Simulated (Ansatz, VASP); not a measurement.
This is a calculation of In for Ansatz 0.2.0.

input.yaml

```yaml
crystal:
  lattice:
    - [-1.9072981498, 1.9072981498, 1.9072981498]
    - [1.9072981498, -1.9072981498, 1.9072981498]
    - [1.9072981498, 1.9072981498, -1.9072981498]
  atoms:
    - { symbol: In, position: [0.0, 0.0, 0.0] }
hamiltonian:
  xc: r2scan
  pseudopotentials: { kind: paw }
kpoints:
  mp_grid: { grid: [10, 10, 10] }
scf:
  occupations: { method: fermi_dirac, width: 0.05 }
output:
  forces: true
  stress: true
  eigenvalues: true
```

Potentials or basis: Ansatz PAW.

Run with:

```sh
$ ansatz run input.yaml --threads 2 --pin off --max-ram 5632MiB --backend cpu --events-out ev --progress --plain --runs-dir out
```

Set up the same calculation for VASP 6.6.1. Potentials there: VASP PAW PBE potentials, release 64 (In_d).

As run (the cutoff follows the program's own potentials):

Contents of POSCAR:

```
In
1.0
   -1.9072981498      1.9072981498      1.9072981498
    1.9072981498     -1.9072981498      1.9072981498
    1.9072981498      1.9072981498     -1.9072981498
In
1
Direct
    0.0000000000      0.0000000000      0.0000000000
```

File INCAR.step1:

```
SYSTEM = In
PREC = Accurate
ENCUT = 520
ISMEAR = -1
SIGMA = 0.05
LREAL = .FALSE.
LASPH = .TRUE.
NELM = 100
NBANDS = 12
GGA = PE
ALGO = Normal
EDIFF = 1E-4
LWAVE = .TRUE.
LCHARG = .FALSE.
```

File INCAR.step2:

```
SYSTEM = In
PREC = Accurate
ENCUT = 520
EDIFF = 1E-6
ISMEAR = -1
SIGMA = 0.05
LREAL = .FALSE.
LASPH = .TRUE.
NELM = 100
ALGO = Normal
ISIF = 2
LWAVE = .FALSE.
LCHARG = .FALSE.
METAGGA = R2SCAN
LMIXTAU = .TRUE.
NBANDS = 12
ISTART = 1
```

The input KPOINTS:

```
regular mesh
0
G
  10 10 10
  0 0 0
```

Potentials or basis: VASP PAW PBE potentials, release 64 (In_d).

Run with:

```sh
$ cat potpaw_PBE.64/In_d/POTCAR > POTCAR
$ cp INCAR.step1 INCAR
$ mpirun -np 1 vasp_std > vasp.out
$ cp INCAR.step2 INCAR
$ mpirun -np 1 vasp_std > vasp.out
```

Both were run:

|  | VASP | Ansatz | Ansatz less VASP |
| --- | --- | --- | --- |
| gap on the k mesh at the Fermi level (eV) | none | none | - |
| pressure (GPa) | -1.5 | -1.5 | -0.01 |

VASP's potentials were made for PBE, not for r2SCAN. A gap of «none» marks a metal or a gap that the smearing closes.
